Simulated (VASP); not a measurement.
Input of a VASP 6.6.1 run:

Contents of INCAR:

```
PREC = Accurate
ENCUT = 520
EDIFF = 1E-6
ISMEAR = 0
SIGMA = 0.1
LREAL = False
LASPH = True
NELM = 80
ALGO = Normal
ISIF = 2
LWAVE = False
LCHARG = False
GGA = PE
NBANDS = 46
```

The input KPOINTS:

```
Automatic mesh
0
Gamma
  4 4 4
```

Contents of POSCAR:

```
Al2InN3
1.0
    4.9183778447     -2.8259164855      0.0000000000
    4.9183778447      2.8259164855      0.0000000000
    0.0000000000      0.0000000000      5.2445194660
Al In N
4 2 6
Direct
    0.5083602660      0.8349797280      0.4917855194
    0.1650202720      0.4916397340      0.4917855194
    0.4916397340      0.1650202720      0.9917855194
    0.8349797280      0.5083602660      0.9917855194
    0.8218960738      0.1781039262      0.4866053210
    0.1781039262      0.8218960738      0.9866053210
    0.5371269919      0.8336146878      0.8557013548
    0.1663853122      0.4628730081      0.8557013548
    0.4628730081      0.1663853122      0.3557013548
    0.8336146878      0.5371269919      0.3557013548
    0.7979327595      0.2020672405      0.9064209305
    0.2020672405      0.7979327595      0.4064209305
```

Potentials or basis: VASP PAW PBE potentials, release 64 (Al, In_d, N).

Run with:

```console
$ cat potpaw_PBE.64/Al/POTCAR potpaw_PBE.64/In_d/POTCAR potpaw_PBE.64/N/POTCAR > POTCAR
$ mpirun -np 1 vasp_std > vasp.out
```

Question: Predict the band gap on the k mesh.

Answer: 2.16 eV.

Question: What does it give for the pressure?

Answer: 0.1 GPa.

Question: Estimate the largest force.

Answer: 0.007 eV/Å.

Stress tensor (GPa, compression positive):
```
-0.03  0.00  0.00
 0.00  0.17  0.00
 0.00  0.00  0.19
```

Caveat: spin-orbit coupling is left out, which moves the levels of the heavy elements.
